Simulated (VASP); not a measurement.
**Pd3PbC: single point with revPBE+D3(BJ)**

Crystal: Pd3PbC.

```
Pd Pb C
1.0
     4.21487    0.00000    0.00000
     0.00000    4.21487    0.00000
     0.00000    0.00000    4.21487
Pd Pb C
3 1 1
Direct
  0.00000 0.50000 0.50000
  0.50000 0.50000 0.00000
  0.50000 0.00000 0.50000
  0.00000 0.00000 0.00000
  0.50000 0.50000 0.50000
```

```json
{
  "Program": "VASP 6.6.1",
  "Task": "single point",
  "Functional": "revPBE",
  "Dispersion": "D3(BJ)",
  "Potentials or basis": "VASP PAW PBE potentials, release 64 (Pd, Pb_d, C)",
  "Cutoff": "520 eV",
  "k mesh": "6 × 6 × 6",
  "Occupations": "methfessel-paxton, width 0.1 eV",
  "Spin": "no spin polarisation",
  "Dipole correction": "no",
  "Further INCAR settings": "ALGO = Normal; EDIFF = 1e-06; NBANDS = 32"
}
```

| Property | Result |
| --- | --- |
| Pressure | 0.1 GPa |
| Band gap on the k mesh | zero (bands 24 and 25 overlap by 1.03 eV) |
| Dispersion energy per atom | -0.990 eV |

Levels at points of the mesh, in eV from the Fermi level:
| k point | band 20 | band 21 | band 22 | band 23 | band 24 | band 25 | band 26 | band 27 | band 28 | band 29 |
| --- | --- | --- | --- | --- | --- | --- | --- | --- | --- | --- |
| (0.00, 0.00, 0.00) | -2.37 | -1.18 | -1.18 | -1.18 | -1.17 | 0.47 | 1.60 | 1.60 | 1.60 | 5.65 |
| (0.50, 0.00, 0.00) | -2.50 | -1.94 | -1.18 | 0.01 | 0.01 | 0.46 | 2.38 | 3.31 | 3.31 | 6.11 |
| (0.50, 0.50, 0.00) | -2.19 | -2.10 | -1.80 | -0.55 | -0.55 | 1.13 | 3.84 | 4.35 | 4.35 | 4.56 |
| (0.50, 0.50, 0.50) | -2.05 | -2.05 | -1.30 | -1.30 | -1.30 | -0.95 | 1.59 | 1.59 | 1.59 | 8.72 |

It took 18 s on 1 thread of Intel(R) Xeon(R) 6975P-C (Granite Rapids), with other jobs on the host, peak memory 0.21 GiB.

Caveat: the PAW data sets were made with another functional, which shifts forces and pressure a little; spin-orbit coupling is left out, which moves the levels of the heavy elements.
